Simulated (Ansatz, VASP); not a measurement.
AlN in VASP and in Ansatz

Contents of INCAR:

```
ALGO = Normal
EDIFF = 1E-6
ENCUT = 520
GGA = RE
ISIF = 2
ISMEAR = -1
LASPH = T
LCHARG = F
LREAL = F
LWAVE = F
NBANDS = 11
NELM = 100
PREC = Accurate
SIGMA = 0.05
```

Contents of KPOINTS:

```
k-points
0
Gamma
  10 10 10
```

POSCAR

```
AlN
1.0
    0.0000000000      2.1839935596      2.1839935596
    2.1839935596      0.0000000000      2.1839935596
    2.1839935596      2.1839935596      0.0000000000
Al N
1 1
Direct
    0.0000000000      0.0000000000      0.0000000000
    0.2500000000      0.2500000000      0.2500000000
```

File input.yaml:

```yaml
crystal:
  lattice:
    - [0.0, 2.1839935596, 2.1839935596]
    - [2.1839935596, 0.0, 2.1839935596]
    - [2.1839935596, 2.1839935596, 0.0]
  atoms:
    - { symbol: Al, position: [0.0, 0.0, 0.0] }
    - { symbol: "N", position: [0.25, 0.25, 0.25] }
hamiltonian:
  xc: revpbe
  pseudopotentials: { kind: paw }
kpoints:
  mp_grid: { grid: [10, 10, 10] }
scf:
  occupations: { method: fermi_dirac, width: 0.05 }
output:
  forces: true
  stress: true
  eigenvalues: true
```

Alike in both runs: task single point; functional revPBE; k mesh 10 × 10 × 10; occupations fermi-dirac, width 0.05 eV; no spin polarisation.

```csv
,VASP,Ansatz
version,VASP 6.6.1,Ansatz 0.2.0
potentials or method,"VASP PAW PBE potentials, release 64 (Al, N)",Ansatz PAW
plane-wave cutoff (eV),520,420
valence electrons in the cell,8,8
```

VASP gave:

```
gap on the k mesh at the Fermi level (eV) : 3.35
least direct gap on the mesh (eV)         : 4.22
pressure (GPa)                            : 7.1
```

Estimate Ansatz's values.

gap on the k mesh at the Fermi level (eV): 3.35; least direct gap on the mesh (eV): 4.20; pressure (GPa): 7.7.

VASP's potentials were made for PBE, not for revPBE. With one functional, cell and mesh, what is left measures potentials, basis and numerics.
